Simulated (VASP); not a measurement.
A run of VASP 6.6.1 is set up as follows.

The input INCAR:

```
SYSTEM = Te2Mo
PREC = Accurate
ENCUT = 520
EDIFF = 1E-7
ISMEAR = 0
SIGMA = 0.1
LREAL = .FALSE.
LASPH = .TRUE.
NELM = 100
ALGO = Normal
ISIF = 2
LWAVE = .FALSE.
LCHARG = .FALSE.
GGA = PE
NBANDS = 35
```

File KPOINTS:

```
regular mesh
0
G
  6 6 6
  0 0 0
```

File POSCAR:

```
Te2Mo
1.0
    4.5415157184      2.6220453225      2.6692671524
   -4.5415157184      2.6220453225      2.6692671524
    0.0000000000     -5.2440906451      2.6692671524
Te Mo
4 2
Direct
    0.0000000000      0.0000000000      0.5000000000
    0.5000000000      0.0000000000      0.0000000000
    0.0000000000      0.5000000000      0.0000000000
    0.5000000000      0.5000000000      0.5000000000
    0.8565129041      0.8565129041      0.8565129041
    0.1434870959      0.1434870959      0.1434870959
```

Potentials or basis: VASP PAW PBE potentials, release 64 (Te, Mo_sv).

Command:

```sh
$ cat potpaw_PBE.64/Te/POTCAR potpaw_PBE.64/Mo_sv/POTCAR > POTCAR
$ mpirun -np 1 vasp_std > vasp.out
```

(1) Predict the largest force.

(2) Estimate the band gap on the k mesh.

(3) What does it give for the pressure?

Results:

(1) 0.126 eV/Å.

(2) zero (bands 26 and 27 overlap by 0.66 eV).

(3) 0.0 GPa.

Caveat: spin-orbit coupling is left out, which moves the levels of the heavy elements.
